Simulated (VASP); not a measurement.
Write the native input for VASP 6.6.1 that does the following.

```
Task                   : single point
Functional             : r2SCAN
Potentials or basis    : VASP PAW PBE potentials, release 64 (Ir)
Cutoff                 : 520 eV
k mesh                 : 18 × 18 × 18
Occupations            : gaussian, width 0.1 eV
Spin                   : no spin polarisation
Dipole correction      : no
Further INCAR settings : ALGO = Normal; EDIFF = 1e-07; NBANDS = 10
```

Crystal: Ir.

```
Ir
1.0
     0.00000    1.86260    1.86260
     1.86260    0.00000    1.86260
     1.86260    1.86260    0.00000
Ir
1
Cartesian
  0.0000 0.0000 0.0000
```

This cell differs from its parent crystal: volume scaled by 0.91.

The input as run:

POSCAR

```
Ir
1.0
    0.0000000000      1.8625954634      1.8625954634
    1.8625954634      0.0000000000      1.8625954634
    1.8625954634      1.8625954634      0.0000000000
Ir
1
Direct
    0.0000000000      0.0000000000      0.0000000000
```

INCAR.step1

```
PREC = Accurate ; ENCUT = 520
ISMEAR = 0 ; SIGMA = 0.1
LREAL = F ; LASPH = T
NELM = 100 ; NBANDS = 10
GGA = PE ; ALGO = Normal
EDIFF = 1E-4 ; LWAVE = T
LCHARG = F
```

INCAR.step2

```
PREC = Accurate ; ENCUT = 520
EDIFF = 1E-7 ; ISMEAR = 0
SIGMA = 0.1 ; LREAL = F
LASPH = T ; NELM = 100
ALGO = Normal ; ISIF = 2
LWAVE = F ; LCHARG = F
METAGGA = R2SCAN ; LMIXTAU = T
NBANDS = 10 ; ISTART = 1
```

KPOINTS

```
Automatic mesh
0
Gamma
  18 18 18
```

Potentials or basis: VASP PAW PBE potentials, release 64 (Ir).

The run is started by

```bash
$ cat potpaw_PBE.64/Ir/POTCAR > POTCAR
$ cp INCAR.step1 INCAR
$ mpirun -np 1 vasp_std > vasp.out
$ cp INCAR.step2 INCAR
$ mpirun -np 1 vasp_std > vasp.out
```

It gave:

```yaml
Pressure: 49.3 GPa
```

Caveat: the PAW data sets were made with another functional, which shifts forces and pressure a little.

Wall time 3.3 min on 1 thread of AMD EPYC 7R13 (shared host), peak memory 0.12 GiB.
